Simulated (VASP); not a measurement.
Hg, 1 atom in the cell. The structure is cubic, space group Pm-3m (No. 221). The conventional cell has a = 3.151 Å, b = 3.151 Å, c = 3.151 Å, α = 90.00°, β = 90.00°, γ = 90.00°. Hg (site symmetry m-3m) has 6 Hg at 3.15 Å within 4.1 Å. 

* Program: VASP 6.6.1
* Task: single point
* Functional: PBE
* Potentials or basis: VASP PAW PBE potentials, release 64 (Hg)
* Cutoff: 520 eV
* k mesh: 12 × 12 × 12
* Occupations: fermi-dirac, width 0.0612256 eV
* Spin: no spin polarisation
* Dipole correction: no
* Further INCAR settings: ALGO = Normal; EDIFF = 1e-07; NBANDS = 12

Potentials or basis: VASP PAW PBE potentials, release 64 (Hg).

The run is started by

```bash
$ cat potpaw_PBE.64/Hg/POTCAR > POTCAR
$ mpirun -np 1 vasp_std > vasp.out
```

Hardware: 1 thread of Intel(R) Xeon(R) 6975P-C (Granite Rapids) (shared host).

Problem. How long does it take, and how much memory?

Solution. Run time: 6.5 s on 1 thread of Intel(R) Xeon(R) 6975P-C (Granite Rapids), with other jobs on the host, peak memory 0.15 GiB. Counts: scf iterations 11, k points 84.
